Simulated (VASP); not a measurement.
Crystal: Sc.

```
CELL_PARAMETERS angstrom
2.53999 0.00000 0.00000
-1.27000 2.19970 0.00000
0.00000 0.00000 4.24639
ATOMIC_POSITIONS crystal
Sc 0.33333 0.66667 0.25000
Sc 0.66667 0.33333 0.75000
```

Base run:

```yaml
Program: VASP 6.6.1
Functional: PBEsol
Dispersion: D3(BJ)
Potentials_or_basis: VASP PAW PBE potentials, release 64 (Sc_sv)
Cutoff: 520 eV
k_mesh: 15 × 15 × 8
Occupations: fermi-dirac, width 0.1 eV
Spin: no spin polarisation
```

Its results: band gap on the k mesh zero (band 11 reaches 10.98 eV, above the bottom of band 12 at 8.24 eV); pressure 91.5 GPa.

**Question.** The run is repeated on the same cell with these changes: dispersion from D3(BJ) to none. What comes out?

**Answer.** Band gap on the k mesh zero (band 11 reaches 10.98 eV, above the bottom of band 12 at 8.24 eV); pressure 102.9 GPa.

Dispersion adds attraction, which lowers the pressure at fixed volume and, as a term added to the energy, leaves the levels alone.

Caveats: the PAW data sets were made with another functional, which shifts forces and pressure a little; three body term missing (some runs); pairwise dispersion overbinds metals, which lowers pressure and volume (some runs).
